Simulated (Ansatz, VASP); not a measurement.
# ZnSe in VASP and in Ansatz

The input INCAR:

```
PREC     = Accurate       # precision mode
ENCUT    = 600            # plane-wave cutoff, eV
EDIFF    = 1E-6           # SCF threshold, eV
ISMEAR   = 0              # smearing method
SIGMA    = 0.01           # smearing width, eV
LREAL    = F              # projectors in reciprocal space
LASPH    = T              # aspherical terms in the spheres
NELM     = 100            # most SCF steps
ALGO     = Normal         # electronic algorithm
ISIF     = 3              # what is computed and relaxed
LWAVE    = F              # write WAVECAR
LCHARG   = F              # write CHGCAR
GGA      = PE             # functional
IBRION   = 2              # ionic algorithm
NSW      = 80             # ionic steps
EDIFFG   = -0.001         # ionic threshold
```

File KPOINTS:

```
regular mesh
0
Gamma
  8 8 8
```

File POSCAR:

```
ZnSe
1.0
    0.0000000000      2.8659201404      2.8659201404
    2.8659201404      0.0000000000      2.8659201404
    2.8659201404      2.8659201404      0.0000000000
Zn Se
1 1
Direct
    0.0000000000      0.0000000000      0.0000000000
    0.7500000000      0.7500000000      0.7500000000
```

Input for Ansatz:

```yaml
crystal:
  lattice:
    - [0.0, 2.865920144, 2.865920144]
    - [2.865920144, 0.0, 2.865920144]
    - [2.865920144, 2.865920144, 0.0]
  atoms:
    - { symbol: Zn, position: [0.0, 0.0, 0.0] }
    - { symbol: Se, position: [0.75, 0.75, 0.75] }
basis:
  ecutwfc: 420
kpoints:
  mp_grid: { grid: [8, 8, 8] }
hamiltonian:
  xc: pbe
scf:
  occupations: { method: fixed }
output:
  forces: true
  stress: true
  eigenvalues: true
relax:
  adjacent_minimum: "off"
  f_tol: 0.001
  max_steps: 60
  cell: { stress_tol: 0.01 }
```

Alike in both runs: task relaxation of cell and atoms; functional PBE; k mesh 8 × 8 × 8; no spin polarisation.

|  | VASP | Ansatz |
| --- | --- | --- |
| version | VASP 6.6.1 | Ansatz 0.2.0 |
| potentials or method | VASP PAW PBE potentials, release 64 (Zn, Se), cutoff 600 eV | scalar-relativistic, plane waves, PAW |
| occupations | gaussian, width 0.01 eV | fixed |
| valence electrons in the cell | 18 | 28 |

Ansatz gave:

- gap on the k mesh at the Fermi level, each at its own relaxed structure (eV): 1.15
- relaxed volume (Å³/atom): 23.55
- relaxed cell length with the largest relative difference (Å): 4.054

Problem. Estimate VASP's values.

Solution. gap on the k mesh at the Fermi level, each at its own relaxed structure (eV): 1.14; relaxed volume (Å³/atom): 23.63; relaxed cell length with the largest relative difference (Å): 4.058.

VASP's potentials hold 18 valence electrons a cell and Ansatz's 28, so a difference there can come from the potentials and not from the codes.
